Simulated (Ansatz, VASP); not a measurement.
# HfSiO4: VASP beside Ansatz

```
Hf Si O
1.0
    -3.29103    3.29103    2.98538
     3.29103   -3.29103    2.98538
     3.29103    3.29103   -2.98538
Hf Si O
2 2 8
Direct
  0.75000 0.25000 0.50000
  0.00000 0.00000 0.00000
  0.25000 0.75000 0.50000
  0.50000 0.50000 0.00000
  0.13525 0.31986 0.81539
  0.06986 0.75447 0.68461
  0.50447 0.31986 0.18461
  0.06986 0.38525 0.31539
  0.61475 0.93014 0.68461
  0.68014 0.86475 0.18461
  0.24553 0.93014 0.31539
  0.68014 0.49553 0.81539
```

Alike in both runs: functional r2SCAN; k mesh 4 × 4 × 4; no spin polarisation.

Ansatz relaxed the structure, and its values are those at the end. VASP's run is a single point on that final structure, the one shown.

|  | VASP | Ansatz |
| --- | --- | --- |
| version | VASP 6.6.1 | Ansatz 0.2.0 |
| potentials or method | VASP PAW PBE potentials, release 64 (Hf_pv, Si, O), cutoff 520 eV | scalar-relativistic, plane waves, PAW |
| occupations | gaussian, width 0.01 eV | fixed |
| valence electrons in the cell | 76 | 108 |

VASP gave:

```
gap on the k mesh at the Fermi level (eV) : 5.96
least direct gap on the mesh (eV)         : 6.31
pressure (GPa)                            : -1.8
rms of the force components (eV/Å)        : 0.104
```

Task: Which values does Ansatz return?

Result: gap on the k mesh at the Fermi level (eV): 6.02; least direct gap on the mesh (eV): 6.37; pressure (GPa): 0.0; rms of the force components (eV/Å): 0.001.

VASP's potentials were made for PBE, not for r2SCAN. VASP's potentials hold 76 valence electrons a cell and Ansatz's 108, so a difference there can come from the potentials and not from the codes.

Neither program's run includes spin-orbit coupling.
